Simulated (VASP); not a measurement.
# Al15GaN16 (a cell with a defect) in VASP: settings compared

Al15GaN16 (a cell with a defect) is run at these levels: PBE, HSE06; tasks: single point.

All numbers are computed with VASP 6.6.1; they aren't measurements. Logs are shortened: lines on timing, memory, paths and dates and some standing lists are left out, and cuts for length are marked.

## 1. The cell of the first run

The cell holds a defect, 32 atoms: a = 6.260 Å, b = 6.260 Å, c = 10.035 Å, α = 90.00°, β = 90.00°, γ = 120.00°.

## 2. Single point, PBE

Input file INCAR:

```
PREC     = Accurate       # precision mode
ENCUT    = 520            # plane-wave cutoff, eV
EDIFF    = 1E-6           # SCF threshold, eV
ISMEAR   = 0              # smearing method
SIGMA    = 0.01           # smearing width, eV
LREAL    = Auto         
LASPH    = T              # aspherical terms in the spheres
NELM     = 120            # most SCF steps
ALGO     = Normal         # electronic algorithm
ISIF     = 2              # what is computed and relaxed
LWAVE    = F              # write WAVECAR
LCHARG   = T              # write CHGCAR
GGA      = PE             # functional
LELF     = T              # ELF
LVHAR    = T            
NBANDS   = 91             # bands
GGA_COMPAT= F            
ISYM     = -1
```

Input file KPOINTS:

```
explicit points
1
Reciprocal
  0.25000000   0.25000000   0.25000000 1
```

Input file POSCAR:

```
Al15GaN16
1.0
    6.2595139092      0.0000000618      0.0000000000
   -3.1297570081      5.4208980298      0.0000000000
    0.0000000000      0.0000000000     10.0348065900
Al Ga N
15 1 16
Direct
    0.3347338190      0.1672689971      0.2485687292
    0.3349346125      0.1672524408      0.7507160613
    0.1674125858      0.3348039512      0.9995708459
    0.3353054107      0.6683614044      0.2484338118
    0.1676456948      0.8352245131      0.4999024258
    0.3350759617      0.6688336446      0.7508429339
    0.1671292530      0.8346150756      0.9997803008
    0.8336150208      0.1667213108      0.2483793233
    0.6667827506      0.3343463274      0.4998087776
    0.8334531705      0.1672759097      0.7508365848
    0.6676217221      0.3350577011      0.9997515466
    0.8347026702      0.6673737831      0.2496200165
    0.6681996025      0.8340523218      0.5001184224
    0.8345119006      0.6674721421      0.7497185217
    0.6676844964      0.8344200163      0.9996206534
    0.1662724720      0.3358608125      0.4993697228
    0.3359245766      0.1660419450      0.4377927589
    0.1688634801      0.3331085126      0.1895525706
    0.3332422104      0.1689462107      0.9401865169
    0.1689196071      0.3334759490      0.6950985641
    0.3386237734      0.6780732235      0.4378324901
    0.1685856365      0.8328002245      0.1890927736
    0.3332158244      0.6696598401      0.9403161621
    0.1690268387      0.8332079388      0.6896743586
    0.8243047282      0.1637834147      0.4377899246
    0.6692138212      0.3335270555      0.1890466137
    0.8324205393      0.1687787866      0.9402385937
    0.6688175963      0.3329408082      0.6895828455
    0.8333791710      0.6686348615      0.4397122727
    0.6694881668      0.8325514337      0.1888554509
    0.8330341392      0.6689708821      0.9392620454
    0.6690555113      0.8332723675      0.6899463370
```

Potentials or basis: VASP PAW PBE potentials, release 64 (Al, Ga_d, N).

On the command line:

```bash
cat potpaw_PBE.64/Al/POTCAR potpaw_PBE.64/Ga_d/POTCAR potpaw_PBE.64/N/POTCAR > POTCAR
mpirun -np 1 vasp_std > vasp.out
```

OUTCAR:

```text
PREC = Accurate
   ENCUT = 520
   EDIFF = 1E-6
   ISMEAR = 0
   LREAL = Auto
   LASPH = T
   NELM = 120
   ISIF = 2
   GGA = PE
   ISYM = -1

 ion  position               nearest neighbor table
   1  0.335  0.167  0.249-  18 1.89  17 1.90  22 1.91  26 1.91   7 3.08  11 3.08   3 3.09   9 3.10
                             5 3.10  16 3.11   8 3.12   4 3.12  12 3.13  12 3.13   4 3.13   8 3.14
   2  0.335  0.167  0.751-  20 1.89  19 1.90  28 1.91  24 1.91  11 3.08   7 3.08   3 3.09   5 3.09
                             9 3.09  16 3.12   6 3.12  10 3.12  14 3.13  14 3.13  10 3.14   6 3.14
   3  0.167  0.335  1.000-  19 1.89  18 1.91  23 1.91  27 1.91   4 3.08  10 3.08   8 3.08   6 3.08
                             2 3.09   1 3.09  11 3.13  15 3.13   7 3.13   7 3.13  15 3.13  11 3.13
   4  0.335  0.668  0.248-  22 1.89  21 1.90  30 1.91  18 1.91  15 3.08   3 3.08   7 3.08  16 3.10
                            13 3.10   5 3.11   8 3.12   1 3.12  12 3.13  12 3.13   1 3.13   8 3.14
   5  0.168  0.835  0.500-  21 1.89  17 1.90  24 1.90  29 1.91  14 3.09  12 3.09   2 3.09   1 3.10
                             6 3.10   4 3.11  16 3.12  13 3.12   9 3.12   9 3.14  13 3.14  16 3.14
   6  0.335  0.669  0.751-  24 1.89  23 1.90  20 1.90  32 1.91  15 3.08   3 3.08   7 3.08  13 3.10
                             5 3.10  16 3.10  10 3.12   2 3.12  14 3.13  14 3.13   2 3.14  10 3.14
   7  0.167  0.835  1.000-  23 1.89  22 1.90  19 1.91  31 1.91   1 3.08   2 3.08   4 3.08   6 3.08
                            12 3.09  14 3.09  15 3.13  11 3.13   3 3.13   3 3.13  11 3.13  15 3.13
   8  0.834  0.167  0.248-  26 1.89  25 1.90  30 1.91  18 1.91  15 3.08   3 3.08  11 3.08  16 3.10
                            13 3.10   9 3.11   4 3.12   1 3.12  12 3.13  12 3.13   1 3.14   4 3.14
   9  0.667  0.334  0.500-  25 1.88  17 1.90  28 1.90  29 1.91  14 3.09  12 3.09   2 3.09   1 3.10
[... 17 lines left out ...]
  19  0.333  0.169  0.940-   3 1.89   2 1.90   7 1.91  11 1.91
  20  0.169  0.333  0.695-   2 1.89   6 1.90  10 1.90  16 1.96
  21  0.339  0.678  0.438-   5 1.89  13 1.89   4 1.90  16 1.96
  22  0.169  0.833  0.189-   4 1.89   7 1.90   1 1.91  12 1.91
[... 8 lines left out ...]
  31  0.833  0.669  0.939-  15 1.89  14 1.90  11 1.91   7 1.91
  32  0.669  0.833  0.690-  14 1.89  13 1.90   6 1.91  10 1.91

IMPORTANT INFORMATION: All symmetrisations will be switched off!
NOSYMM: (Re-)initialisation of all symmetry stuff for point group C_1.

----------------------------------------------------------------------------------------

                                     Primitive cell

  volume of cell :     340.5029

  direct lattice vectors                    reciprocal lattice vectors
     6.259513909  0.000000062  0.000000000     0.159756813  0.092235641  0.000000000
    -3.129757008  5.420898030  0.000000000    -0.000000002  0.184471279  0.000000000
     0.000000000  0.000000000 10.034806590     0.000000000  0.000000000  0.099653141

  length of vectors
     6.259513909  6.259513909 10.034806590     0.184471279  0.184471279  0.099653141

  position of ions in fractional coordinates (direct lattice)
     0.334733819  0.167268997  0.248568729
     0.334934612  0.167252441  0.750716061
[... 113 lines left out ...]
   IMIX   =      4    mixing-type and parameters
     AMIX     =   0.40;   BMIX     =  1.00
     AMIX_MAG =   1.60;   BMIX_MAG =  1.00
  volume/ion in A,a.u.               =      10.64        71.81
  Fermi-wavevector in a.u.,A,eV,Ry     =   1.211512  2.289425 19.970092  1.467760
  Thomas-Fermi vector in A             =   2.347025
   LORBIT       =      0    0 simple, 1 ext, 2 COOP (PROOUT), +10 PAW based schemes
   GGA     = PE    functional components
   LHFCALC =     F    Hartree Fock is set to
   AEXX    =    0.0000 exact exchange contribution
   IVDW    =     0    specifies the selected vdW correction
   LEPSILON=     F    determine dielectric tensor
   LRPA    =     F    only Hartree local field effects (RPA)
 non-spin polarized calculation
 Gauss-broadening in eV      SIGMA  =   0.01
  energy-cutoff  :      520.00
  volume of cell :      340.50
 maximum number of plane-waves:      9148
 NGX is ok and might be reduce to    48
   NGX = 23   NGY = 23   NGZ = 37

 number of electron     138.0000001 magnetization

 Free energy of the ion-electron system (eV)
  ---------------------------------------------------
  ext. energy  EPLUGINS =         0.00000000
  ---------------------------------------------------
  free energy    TOTEN  =      -238.62856504 eV

  energy without entropy =     -238.62856504  energy(sigma->0) =     -238.62856504

 E-fermi :   5.6081     XC(G=0): -10.9204

 val. band max:        5.5582196857   @ k =   0.2500   0.2500   0.2500
 cond. band min:      11.3510188424   @ k =   0.2500   0.2500   0.2500
 fundamental gap:      5.7927991566
 Fermi energy:         5.6081159347

 k-point     1 :       0.2500    0.2500    0.2500
  band No.  band energies     occupation
      1      -8.6519      2.00000
      2      -8.2820      2.00000
      3      -8.1127      2.00000
      4      -8.0374      2.00000
      5      -7.8483      2.00000
      6      -7.7510      2.00000
[... 73 lines left out ...]
     80      12.9503      0.00000
     81      13.0036      0.00000
 [bands above 81 left out]

------------------------ aborting loop because EDIFF is reached ----------------------------------------

  FORCE on cell =-STRESS in cart. coord.  units (eV):
  Direction    XX          YY          ZZ          XY          YZ          ZX
  --------------------------------------------------------------------------------------
  -------------------------------------------------------------------------------------
  Total        2.6686769     -7.3120011      8.3334668     -8.6352940      0.2989001      0.1151088
  in kB       12.5569948    -34.4053495     39.2116789    -40.6318740      1.4064223      0.5416244
  external PRESSURE =       5.7877747 kB  Pullay stress =       0.0000000 kB

 VOLUME and BASIS-vectors are now :
 -----------------------------------------------------------------------------
  energy-cutoff  :      520.00
  volume of cell :      340.50
      direct lattice vectors                 reciprocal lattice vectors
     6.259513909  0.000000062  0.000000000     0.159756813  0.092235641  0.000000000
    -3.129757008  5.420898030  0.000000000    -0.000000002  0.184471279  0.000000000
     0.000000000  0.000000000 10.034806590     0.000000000  0.000000000  0.099653141

 POSITION                                       TOTAL-FORCE (eV/Angst)
 -----------------------------------------------------------------------------------
      1.57176      0.90675      2.49434        -0.000352      0.004325      0.006039
      1.57307      0.90666      7.53329         0.002563     -0.006098      0.001065
      0.00007      1.81494     10.03050         0.008487     -0.010598      0.002953
      0.00704      3.62312      2.49299        -0.001782      0.011176      0.002420
     -1.56467      4.52767      5.01642         0.011357      0.002051     -0.006569
      0.00413      3.62568      7.53456         0.004048      0.003163      0.002520
[... 24 lines left out ...]
      3.12067      3.62642      9.42531        -0.003400      0.005571      0.000198
      1.58002      4.51708      6.92348        -0.002663     -0.003409      0.001886
 -----------------------------------------------------------------------------------
    total drift:                                0.006547      0.014839      0.030932

  FREE ENERGIE OF THE ION-ELECTRON SYSTEM (eV)
  ---------------------------------------------------
  free  energy   TOTEN  =      -238.6285650446 eV

  energy  without entropy=     -238.6285650446  energy(sigma->0) =     -238.62856504
```

Run time: 91 s. Hardware: 1 thread of Intel Xeon Platinum 8259CL at 2.50GHz (Skylake/Cascade Lake), shared host; peak memory 0.42 GiB.

Results:

```
Free energy            : -238.6286 eV
Pressure               : 0.6 GPa
Largest force          : 0.022 eV/Å
Band gap on the k mesh : 5.79 eV
```

Forces in eV/Å, atoms in the order of the input:
```
Al   0.000  0.004  0.006
Al   0.003 -0.006  0.001
Al   0.008 -0.011  0.003
Al  -0.002  0.011  0.002
Al   0.011  0.002 -0.007
Al   0.004  0.003  0.003
Al   0.004 -0.003  0.003
Al  -0.005  0.004  0.004
Al   0.003 -0.002  0.001
Al   0.005 -0.010  0.000
Al   0.005 -0.009  0.007
Al   0.000  0.003  0.003
Al  -0.004  0.009  0.007
Al   0.000  0.007  0.002
Al   0.006 -0.003  0.002
Ga  -0.007  0.011  0.018
N    0.011 -0.009 -0.010
N   -0.001  0.000 -0.003
N   -0.007  0.004 -0.002
N   -0.001 -0.003 -0.002
N   -0.005 -0.003 -0.009
N   -0.005 -0.005 -0.008
N   -0.002  0.006 -0.007
N    0.000  0.007 -0.002
N   -0.006 -0.014 -0.010
N    0.002 -0.002 -0.004
N   -0.010  0.005  0.002
N   -0.007  0.004  0.004
N    0.002  0.000 -0.001
N    0.003 -0.003 -0.003
N   -0.003  0.006  0.000
N   -0.003 -0.003  0.002
```

Levels at points of the mesh, in eV from the valence-band top:
| k point | band 67 | band 68 | band 69 | band 70 | band 71 | band 72 |
| --- | --- | --- | --- | --- | --- | --- |
| (0.25, 0.25, 0.25) | -0.35 | -0.24 | 0.00 | 5.79 | 6.18 | 6.42 |

(Continued in part 2 of 2.)
